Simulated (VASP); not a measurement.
Input of a VASP 6.6.1 run:

File INCAR:

```
SYSTEM = Mg3PtCl
PREC = Accurate
ENCUT = 600
EDIFF = 1E-6
ISMEAR = 0
SIGMA = 0.1
LREAL = .FALSE.
LASPH = .TRUE.
NELM = 100
ALGO = Normal
ISIF = 3
LWAVE = .FALSE.
LCHARG = .FALSE.
GGA = PE
IBRION = 2
NSW = 90
EDIFFG = -0.04
```

Contents of KPOINTS:

```
Automatic mesh
0
G
  4 4 4
  0 0 0
```

File POSCAR:

```
Mg3PtCl
1.0
    4.4751664100      0.0000000000      0.0000000000
    0.0000000000      4.4751664100      0.0000000000
    0.0000000000      0.0000000000      4.4751664100
Mg Pt Cl
3 1 1
Direct
    0.0000000000      0.5000000000      0.5000000000
    0.5000000000      0.0000000000      0.5000000000
    0.5000000000      0.5000000000      0.0000000000
    0.0000000000      0.0000000000      0.0000000000
    0.5000000000      0.5000000000      0.5000000000
```

Potentials or basis: VASP PAW PBE potentials, release 64 (Mg, Pt, Cl).

Launch:

```sh
$ cat potpaw_PBE.64/Mg/POTCAR potpaw_PBE.64/Pt/POTCAR potpaw_PBE.64/Cl/POTCAR > POTCAR
$ mpirun -np 1 vasp_std > vasp.out
```

**Question.** What does it give for the relaxed volume?

**Answer.** 20.45 Å³/atom.

**Question.** Estimate the space group after relaxing (to 0.1 Å).

**Answer.** Pm-3m (No. 221).

**Question.** What does it give for the band gap on the k mesh?

**Answer.** Zero (an odd number of electrons rules out a gap without spin polarisation).

**Question.** Predict the relaxed cell.

**Answer.** a = 4.676 Å, b = 4.676 Å, c = 4.676 Å, α = 90.00°, β = 90.00°, γ = 90.00°.

The path:
```tsv
step	energy change (eV)	largest force (eV/Å)	pressure (GPa)	volume (Å³)
1	0.0000	0.0000	9.09	89.62
2	-0.3146	0.0000	-0.55	103.48
3	-0.3167	0.0000	0.03	102.25
```

Caveat: spin-orbit coupling is left out, which moves the levels of the heavy elements; an odd number of electrons without spin polarisation forces a metal; a magnetic or distorted state may lie lower.
